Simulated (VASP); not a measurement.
Here is a VASP 6.6.1 calculation.

File INCAR:

```
SYSTEM = Si62Sb
PREC = Accurate
ENCUT = 520
EDIFF = 1E-7
ISMEAR = 0
SIGMA = 0.02
LREAL = Auto
LASPH = .TRUE.
NELM = 80
ALGO = Normal
ISIF = 2
LWAVE = .FALSE.
LCHARG = .TRUE.
GGA = PE
IVDW = 12
LELF = .TRUE.
LVHAR = .TRUE.
NELECT = 254.0
NBANDS = 164
```

KPOINTS

```
regular mesh
0
G
  1 1 1
  0 0 0
```

The input POSCAR:

```
Si62Sb
1.0
   10.8600000000      0.0000000000      0.0000000000
    0.0000000000     10.8600000000      0.0000000000
    0.0000000000      0.0000000000     10.8600000000
Si Sb
62 1
Direct
    0.5018521574      0.0000256421     -0.0005944122
    0.6262310659      0.1255747031      0.1244252969
    0.7506699496      0.2500667023     -0.0000667023
    0.8779983913      0.3734098148      0.1234115559
    0.7504157242      0.0002421173      0.2497578827
    0.8753618990      0.1252997573      0.3746381010
    0.0016905899      0.0016905899      0.0047700786
    0.3792227174      0.3792227174      0.1289608764
    0.5004339951      0.5004339951     -0.0015800934
    0.6242992277      0.6242992277      0.1255639284
    0.7486486134      0.7486486134      0.0018969620
    0.8753618990      0.8753618990      0.1247002427
    0.2452299214      0.0016905899      0.2483094101
    0.3734098148      0.1265884441      0.3720016087
    0.5018521574      0.2505944122      0.2499743579
    0.6272027548      0.3747772954      0.3752431583
    0.7517056354      0.4988047892      0.2495428334
    0.8755160621      0.6254587811      0.3744839379
    0.4988047892      0.0004571666      0.4982943646
    0.6242992277      0.1244360716      0.6257007723
    0.7486486134      0.2481030380      0.5013513866
    0.8747568417      0.3747772954      0.6227972452
    0.7517056354      0.0004571666      0.7511952108
    0.8779983913      0.1265884441      0.8765901852
    0.0000256421      0.5018521574     -0.0005944122
    0.1255747031      0.6262310659      0.1244252969
    0.2500667023      0.7506699496     -0.0000667023
    0.3734098148      0.8779983913      0.1234115559
    0.0016905899      0.2452299214      0.2483094101
    0.1265884441      0.3734098148      0.3720016087
    0.2505944122      0.5018521574      0.2499743579
    0.3747772954      0.6272027548      0.3752431583
    0.4988047892      0.7517056354      0.2495428334
    0.6254587811      0.8755160621      0.3744839379
    0.0002421173      0.0002421173      0.4995842758
    0.1255747031      0.1255747031      0.6237689341
    0.2500667023      0.2500667023      0.4993300504
    0.3754638577      0.3754638577      0.6234609309
    0.5005491411      0.5005491411      0.4989948818
    0.6250677865      0.6250677865      0.6249322135
    0.7494155342      0.7494155342      0.5005844658
    0.8755160621      0.8755160621      0.6245412189
    0.2505944122      0.0000256421      0.7481478426
    0.3792227174      0.1210391236      0.8707772826
    0.5004339951      0.2515800934      0.7495660049
    0.6265390691      0.3754638577      0.8745361423
    0.7510051182      0.5005491411      0.7494508589
    0.8747568417      0.6272027548      0.8752227046
    0.0002421173      0.7504157242      0.2497578827
    0.1252997573      0.8753618990      0.3746381010
    0.0004571666      0.4988047892      0.4982943646
    0.1244360716      0.6242992277      0.6257007723
    0.2481030380      0.7486486134      0.5013513866
    0.3747772954      0.8747568417      0.6227972452
    0.0000256421      0.2505944122      0.7481478426
    0.1210391236      0.3792227174      0.8707772826
    0.2515800934      0.5004339951      0.7495660049
    0.3754638577      0.6265390691      0.8745361423
    0.5005491411      0.7510051182      0.7494508589
    0.6272027548      0.8747568417      0.8752227046
    0.0004571666      0.7517056354      0.7511952108
    0.1265884441      0.8779983913      0.8765901852
    0.2240230234      0.2240230234      0.0259769766
```

Potentials or basis: VASP PAW PBE potentials, release 64 (Si, Sb).

Run with:

```console
$ cat potpaw_PBE.64/Si/POTCAR potpaw_PBE.64/Sb/POTCAR > POTCAR
$ mpirun -np 1 vasp_gam > vasp.out
```

(1) What does it give for the largest force?

(2) What does it give for the dispersion energy per atom?

Answers

(1) 0.060 eV/Å.

(2) -0.320 eV.

Caveat: the k points lie up to 0.58 Å⁻¹ apart; the cell carries a net charge on a neutralising background, which shifts energy and pressure.
